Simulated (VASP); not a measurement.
Here is a VASP 6.6.1 calculation.

INCAR

```
ALGO = Normal
EDIFF = 1E-6
ENCUT = 520
GGA = PE
ISIF = 2
ISMEAR = 0
LASPH = True
LCHARG = False
LREAL = Auto
LWAVE = False
NBANDS = 64
NELM = 80
PREC = Accurate
SIGMA = 0.02
```

Contents of KPOINTS:

```
k-points
0
Gamma
  4 6 6
```

File POSCAR:

```
Al2O3
1.0
    6.7848701222      0.0000000000      0.0000000000
    0.0000000000      4.6457233122      0.0000000000
    0.0000000000      0.0000000000      4.7864155175
Al O
8 12
Direct
    0.3887309459      0.2526397683      0.0343892076
    0.6112690541      0.2526397683      0.4656107924
    0.1112690541      0.2473602317      0.5343892076
    0.8887309459      0.2473602317      0.9656107924
    0.6112690541      0.7473602317      0.9656107924
    0.3887309459      0.7473602317      0.5343892076
    0.8887309459      0.7526397683      0.4656107924
    0.1112690541      0.7526397683      0.0343892076
    0.6544719560      0.1071794956      0.1029508448
    0.3455280440      0.1071794956      0.3970491552
    0.8455280440      0.3928205044      0.6029508448
    0.1544719560      0.3928205044      0.8970491552
    0.3455280440      0.8928205044      0.8970491552
    0.6544719560      0.8928205044      0.6029508448
    0.1544719560      0.6071794956      0.3970491552
    0.8455280440      0.6071794956      0.1029508448
    0.0000000000      0.0530844053      0.2500000000
    0.5000000000      0.4469155947      0.7500000000
    0.0000000000      0.9469155947      0.7500000000
    0.5000000000      0.5530844053      0.2500000000
```

Potentials or basis: VASP PAW PBE potentials, release 64 (Al, O).

Launch:

```console
$ cat potpaw_PBE.64/Al/POTCAR potpaw_PBE.64/O/POTCAR > POTCAR
$ mpirun -np 1 vasp_std > vasp.out
```

(1) Predict the largest force.

(2) Estimate the pressure.

(3) Estimate the band gap on the k mesh.

## Answers

(1) 0.012 eV/Å.

(2) 38.1 GPa.

(3) 6.84 eV.

Caveat: the cell stands under pressure.
